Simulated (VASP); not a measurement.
# SiSbTe3 (R3m) in VASP: notebook

Runs on SiSbTe3. Level: PBE. Tasks: single point, relaxation of cell and atoms.

Program: VASP 6.6.1. These are calculated values, not measurements. Logs are shortened: lines on timing, memory, paths and dates and some standing lists are left out, and cuts for length are marked.

## 1. The cell of the first run

It takes space group R3m (No. 160, trigonal). Conventional cell: a = 7.627 Å, b = 7.627 Å, c = 13.567 Å, α = 90.00°, β = 90.00°, γ = 120.00°. Within 3.5 Å of Si (site symmetry 3m) lie 3 Te at 2.65 Å. Sb (site symmetry 3m) has 6 Te at 2.85 to 3.54 Å within 3.8 Å. Te (site symmetry m) has 1 Si at 2.65 Å and 1 Sb at 2.85 Å within 3.5 Å.

## 2. Single point, PBE

Contents of INCAR:

```
PREC = Accurate
ENCUT = 520
EDIFF = 1E-6
ISMEAR = 0
SIGMA = 0.1
LREAL = F
LASPH = T
NELM = 100
ALGO = Normal
ISIF = 2
LWAVE = F
LCHARG = F
GGA = PE
NBANDS = 22
```

Contents of KPOINTS:

```
regular mesh
0
Gamma
  6 6 6
```

Contents of POSCAR:

```
SiSbTe3
1.0
    3.8137193129      2.2018518719      4.5223246841
   -3.8137193129      2.2018518719      4.5223246841
    0.0000000000     -4.4037037439      4.5223246841
Si Sb Te
1 1 3
Direct
    0.1988234413      0.1988234413      0.1988234413
    0.5310025465      0.5310025465      0.5310025465
    0.4770553938      0.0046590145      0.4770553938
    0.4770553938      0.4770553938      0.0046590145
    0.0046590145      0.4770553938      0.4770553938
```

Potentials or basis: VASP PAW PBE potentials, release 64 (Si, Sb, Te).

Started as:

```console
cat potpaw_PBE.64/Si/POTCAR potpaw_PBE.64/Sb/POTCAR potpaw_PBE.64/Te/POTCAR > POTCAR
mpirun -np 1 vasp_std > vasp.out
```

OUTCAR:

```text
PREC = Accurate
   ENCUT = 520
   EDIFF = 1E-6
   ISMEAR = 0
   LREAL = F
   LASPH = T
   NELM = 100
   ISIF = 2
   GGA = PE

 ion  position               nearest neighbor table
   1  0.199  0.199  0.199-   4 2.65   3 2.65   5 2.65
   2  0.531  0.531  0.531-   3 2.85   5 2.85   4 2.85   3 3.54   5 3.54   4 3.54
   3  0.477  0.005  0.477-   1 2.65   2 2.85   2 3.54   5 3.60   4 3.60
   4  0.477  0.477  0.005-   1 2.65   2 2.85   2 3.54   3 3.60   5 3.60
   5  0.005  0.477  0.477-   1 2.65   2 2.85   2 3.54   3 3.60   4 3.60

  LATTYP: Found a trigonal (rhomboedric) cell.
 ALAT       =     6.3122125449
 COS(alpha) =     0.2699304756

  Lattice vectors:

 A1 = (   3.8137193129,   2.2018518719,   4.5223246841)
 A2 = (  -3.8137193129,   2.2018518719,   4.5223246841)
 A3 = (   0.0000000000,  -4.4037037439,   4.5223246841)

Analysis of symmetry for initial positions (statically):
=====================================================================
 Subroutine PRICEL returns:
 Original cell was already a primitive cell.

 Routine SETGRP: Setting up the symmetry group for a
 trigonal (rhombohedral) supercell.

 Subroutine GETGRP returns: Found  6 space group operations
 (whereof  6 operations were pure point group operations)
 out of a pool of 12 trial point group operations.

The static configuration has the point symmetry C_3v.

Analysis of symmetry for dynamics (positions and initial velocities):
=====================================================================
 Subroutine PRICEL returns:
 Original cell was already a primitive cell.

 Routine SETGRP: Setting up the symmetry group for a
 trigonal (rhombohedral) supercell.

 Subroutine GETGRP returns: Found  6 space group operations
 (whereof  6 operations were pure point group operations)
 out of a pool of 12 trial point group operations.

The dynamic configuration has the point symmetry C_3v.

 Subroutine INISYM returns: Found  6 space group operations
 (whereof  6 operations are pure point group operations),
 and found     1 'primitive' translations

----------------------------------------------------------------------------------------

                                     Primitive cell

  volume of cell :     227.8504

  direct lattice vectors                    reciprocal lattice vectors
     3.813719313  2.201851872  4.522324684     0.131105611  0.075693860  0.073708404
    -3.813719313  2.201851872  4.522324684    -0.131105611  0.075693860  0.073708404
     0.000000000 -4.403703744  4.522324684     0.000000000 -0.151387719  0.073708404

  length of vectors
     6.312212545  6.312212545  6.312212545     0.168378058  0.168378058  0.168378058

  position of ions in fractional coordinates (direct lattice)
     0.198823441  0.198823441  0.198823441
     0.531002546  0.531002546  0.531002546
     0.477055394  0.004659014  0.477055394
     0.477055394  0.477055394  0.004659014
     0.004659014  0.477055394  0.477055394

  ion indices of the primitive-cell ions
   primitive index   ion index
                 1           1
                 2           2
                 3           3
                 4           4
                 5           5

----------------------------------------------------------------------------------------

 KPOINTS: regular mesh

Automatic generation of k-mesh.
 Grid dimensions read from file:
 generate k-points for:    6    6    6

 Generating k-lattice:

  Cartesian coordinates                     Fractional coordinates (reciprocal lattice)
     0.021850935  0.012615643  0.012284734     0.166666667  0.000000000 -0.000000000
    -0.021850935  0.012615643  0.012284734     0.000000000  0.166666667 -0.000000000
     0.000000000 -0.025231287  0.012284734    -0.000000000 -0.000000000  0.166666667

  Length of vectors
     0.028063010  0.028063010  0.028063010

  Shift w.r.t. Gamma in fractional coordinates (k-lattice)
     0.000000000  0.000000000  0.000000000

 Subroutine IBZKPT returns following result:
 ===========================================

 Found     32 irreducible k-points:

 Following reciprocal coordinates:
            Coordinates               Weight
  0.000000  0.000000  0.000000      1.000000
  0.166667  0.000000  0.000000      6.000000
  0.333333  0.000000  0.000000      6.000000
  0.500000  0.000000  0.000000      3.000000
  0.166667  0.166667  0.000000      6.000000
  0.333333  0.166667  0.000000     12.000000
[... 16 lines left out ...]
  0.500000  0.500000  0.166667      6.000000
 -0.333333  0.500000  0.166667     12.000000
 [... further k-points ...]
   k-points           NKPTS =     32   k-points in BZ     NKDIM =     32   number of bands    NBANDS=     22
   number of dos      NEDOS =    301   number of ions     NIONS =      5
   total plane-waves  NPLWV = 110592
   dimension x,y,z NGX =    48 NGY =   48 NGZ =   48
   dimension x,y,z NGXF=    96 NGYF=   96 NGZF=   96
   ions per type =               1   1   3
   NGX,Y,Z   is equivalent  to a cutoff of  12.64, 12.64, 12.64 a.u.
   NGXF,Y,Z  is equivalent  to a cutoff of  25.28, 25.28, 25.28 a.u.
 SYSTEM =  unknown system
   PREC   = accura    normal or accurate (medium, high low for compatibility)
   ISTART =      0    job   : 0-new  1-cont  2-samecut
   ICHARG =      2    charge: 1-file 2-atom 10-const
   ISPIN  =      1    spin polarized calculation?
   LNONCOLLINEAR =      F non collinear calculations
   LSORBIT =      F    spin-orbit coupling
   LASPH  =      T    aspherical Exc in radial PAW
   ENCUT  =  520.0 eV  38.22 Ry    6.18 a.u.  11.74 11.74 11.74*2*pi/ulx,y,z
   NELM   =    100;   NELMIN=  2; NELMDL= -5     # of ELM steps
   EDIFF  = 0.1E-05   stopping-criterion for ELM
   LREAL  =      F    real-space projection
   EDIFFG = 0.1E-04   stopping-criterion for IOM
   NSW    =      0    number of steps for IOM
   IBRION =     -1    ionic relax: 0-MD 1-quasi-New 2-CG
   NFREE  =      0    steps in history (QN), initial steepest desc. (CG)
   ISIF   =      2    stress and relaxation
   ISYM   =      2    0-nonsym 1-usesym 2-fastsym
   POTIM  = 0.5000    time-step for ionic-motion
   TEBEG  =    0.0;   TEEND  =   0.0 temperature during run
   PSTRESS=    0.0 pullay stress
   NELECT =      27.0000    total number of electrons
   NUPDOWN=      -1.0000    fix difference up-down
   EMIN   =  10.00;   EMAX   =-10.00  energy-range for DOS
   EFERMI =   0.00;   METHOD = LEGACY
   ISMEAR =     0;   SIGMA  =   0.10  broadening in eV -4-tet -1-fermi 0-gaus
   EFERMI_NEDOS =   21; number of points for ismear=-14 and -15
   IALGO  =     38    algorithm
   IMIX   =      4    mixing-type and parameters
     AMIX     =   0.40;   BMIX     =  1.00
     AMIX_MAG =   1.60;   BMIX_MAG =  1.00
  volume/ion in A,a.u.               =      45.57       307.52
  Fermi-wavevector in a.u.,A,eV,Ry     =   0.804105  1.519538  8.797323  0.646585
  Thomas-Fermi vector in A             =   1.912099
   LORBIT       =      0    0 simple, 1 ext, 2 COOP (PROOUT), +10 PAW based schemes
   GGA     = PE    functional components
   LHFCALC =     F    Hartree Fock is set to
   AEXX    =    0.0000 exact exchange contribution
   IVDW    =     0    specifies the selected vdW correction
   LEPSILON=     F    determine dielectric tensor
   LRPA    =     F    only Hartree local field effects (RPA)
 non-spin polarized calculation
 Gauss-broadening in eV      SIGMA  =   0.10
  energy-cutoff  :      520.00
  volume of cell :      227.85
 maximum number of plane-waves:      6153
   NGX = 23   NGY = 23   NGZ = 23

 number of electron      27.0000001 magnetization

 Free energy of the ion-electron system (eV)
  ---------------------------------------------------
  ext. energy  EPLUGINS =         0.00000000
  ---------------------------------------------------
  free energy    TOTEN  =       -17.82319630 eV

  energy without entropy =      -17.80388634  energy(sigma->0) =      -17.81354132

 E-fermi :   2.1278     XC(G=0):  -7.1621

 val. band max:        2.1083916799   @ k =   0.5000   0.5000   0.1667
 cond. band min:       2.1323531019   @ k =   0.5000   0.0000   0.0000
 fundamental gap:      0.0239614221
 Fermi energy:         2.1277533976

 k-point     1 :       0.0000    0.0000    0.0000
  band No.  band energies     occupation
      1     -10.1494      2.00000
      2      -8.1552      2.00000
      3      -8.1552      2.00000
      4      -6.5446      2.00000
      5      -3.6036      2.00000
      6      -1.9616      2.00000
[... 14 lines left out ...]
     21       6.8662      0.00000
     22       7.8506      0.00000

 k-point     2 :       0.1667    0.0000    0.0000
  band No.  band energies     occupation
      1     -10.0804      2.00000
      2      -8.3721      2.00000
      3      -8.1559      2.00000
      4      -6.3665      2.00000
      5      -3.7245      2.00000
      6      -2.0538      2.00000
[... 14 lines left out ...]
     21       7.2703      0.00000
     22       7.7251      0.00000

 k-point     3 :       0.3333    0.0000    0.0000
  band No.  band energies     occupation
      1      -9.8975      2.00000
      2      -8.7812      2.00000
      3      -8.1572      2.00000
      4      -6.0766      2.00000
      5      -3.9056      2.00000
      6      -2.1783      2.00000
[... 14 lines left out ...]
     21       7.6814      0.00000
     22       7.9102      0.00000

 k-point     4 :       0.5000    0.0000    0.0000
  band No.  band energies     occupation
      1      -9.7537      2.00000
      2      -9.0182      2.00000
      3      -8.1579      2.00000
      4      -5.9503      2.00000
      5      -3.9764      2.00000
      6      -2.2332      2.00000
[... 14 lines left out ...]
     21       7.5534      0.00000
     22       7.9076      0.00000

 k-point     5 :       0.1667    0.1667    0.0000
  band No.  band energies     occupation
      1     -10.0528      2.00000
      2      -8.3672      2.00000
      3      -8.1887      2.00000
      4      -6.4230      2.00000
      5      -3.8394      2.00000
      6      -1.9211      2.00000
[... 14 lines left out ...]
     21       7.4453      0.00000
     22       7.8003      0.00000

 k-point     6 :       0.3333    0.1667    0.0000
  band No.  band energies     occupation
      1      -9.8993      2.00000
      2      -8.6970      2.00000
      3      -8.1945      2.00000
      4      -6.2287      2.00000
      5      -4.0013      2.00000
      6      -1.9845      2.00000
[... 14 lines left out ...]
     21       7.6329      0.00000
     22       7.9662      0.00000

 k-point     7 :       0.5000    0.1667    0.0000
  band No.  band energies     occupation
      1      -9.7028      2.00000
      2      -9.0429      2.00000
      3      -8.1911      2.00000
      4      -6.0128      2.00000
      5      -4.0575      2.00000
      6      -2.1063      2.00000
[... 324 lines left out ...]
      6      -1.5331      2.00000
[... 14 lines left out ...]
     21       7.3613      0.00000
     22       8.0310      0.00000

 k-point    21 :      -0.3333    0.3333    0.1667
  band No.  band energies     occupation
      1      -9.5641      2.00000
      2      -9.1445      2.00000
      3      -8.2306      2.00000
      4      -6.1594      2.00000
      5      -4.1842      2.00000
      6      -1.7967      2.00000
[... 14 lines left out ...]
     21       7.5639      0.00000
     22       7.8277      0.00000

 k-point    22 :      -0.1667    0.3333    0.1667
  band No.  band energies     occupation
      1      -9.7164      2.00000
      2      -9.0058      2.00000
      3      -8.2173      2.00000
      4      -6.0207      2.00000
      5      -4.0644      2.00000
      6      -2.0358      2.00000
[... 14 lines left out ...]
     21       7.4789      0.00000
     22       8.0294      0.00000

 k-point    23 :       0.5000    0.5000    0.1667
  band No.  band energies     occupation
      1      -9.6080      2.00000
      2      -8.9637      2.00000
      3      -8.2798      2.00000
      4      -6.4354      2.00000
      5      -4.3025      2.00000
      6      -1.5211      2.00000
[... 14 lines left out ...]
     21       7.2364      0.00000
     22       8.1185      0.00000

 k-point    24 :      -0.3333    0.5000    0.1667
  band No.  band energies     occupation
      1      -9.4449      2.00000
      2      -9.2416      2.00000
      3      -8.2614      2.00000
      4      -6.2091      2.00000
      5      -4.2390      2.00000
      6      -1.7201      2.00000
[... 14 lines left out ...]
     21       7.3867      0.00000
     22       8.0875      0.00000

 [... further k-points ...]
[... 5 lines left out ...]
  --------------------------------------------------------------------------------------
  -------------------------------------------------------------------------------------
  Total        0.0155086      0.0155086      0.0147681      0.0000000     -0.0000000      0.0000000
  in kB        0.1090518      0.1090518      0.1038447      0.0000000     -0.0000000      0.0000000
  external PRESSURE =       0.1073161 kB  Pullay stress =       0.0000000 kB

 VOLUME and BASIS-vectors are now :
 -----------------------------------------------------------------------------
  energy-cutoff  :      520.00
  volume of cell :      227.85
      direct lattice vectors                 reciprocal lattice vectors
     3.813719313  2.201851872  4.522324684     0.131105611  0.075693860  0.073708404
    -3.813719313  2.201851872  4.522324684    -0.131105611  0.075693860  0.073708404
     0.000000000 -4.403703744  4.522324684     0.000000000 -0.151387719  0.073708404

 POSITION                                       TOTAL-FORCE (eV/Angst)
 -----------------------------------------------------------------------------------
      0.00000     -0.00000      2.69743         0.000000      0.000000     -0.007853
      0.00000     -0.00000      7.20410         0.000000      0.000000     -0.037570
      1.80159     -1.04015      4.33587        -0.012800      0.007390      0.015141
      0.00000      2.08029      4.33587         0.000000     -0.014780      0.015141
     -1.80159     -1.04015      4.33587         0.012800      0.007390      0.015141
 -----------------------------------------------------------------------------------
    total drift:                                0.000000      0.000000     -0.000073

  FREE ENERGIE OF THE ION-ELECTRON SYSTEM (eV)
  ---------------------------------------------------
  free  energy   TOTEN  =       -17.8231962992 eV

  energy  without entropy=      -17.8038863365  energy(sigma->0) =      -17.81354132
```

It took 2.3 min on 1 thread of Intel Xeon Platinum 8259CL at 2.50GHz (Skylake/Cascade Lake), shared host; peak memory 0.41 GiB.

Results:

| Quantity | Value |
| --- | --- |
| Free energy | -17.8232 eV |
| Pressure | 0.0 GPa |
| Largest force | 0.038 eV/Å |

Forces on the atoms (eV/Å):
```
Si   0.000  0.000 -0.008
Sb   0.000  0.000 -0.038
Te  -0.013  0.007  0.015
Te   0.000 -0.015  0.015
Te   0.013  0.007  0.015
```

Caveat: spin-orbit coupling is left out, which moves the levels of the heavy elements.

(Continued in part 2 of 2.)
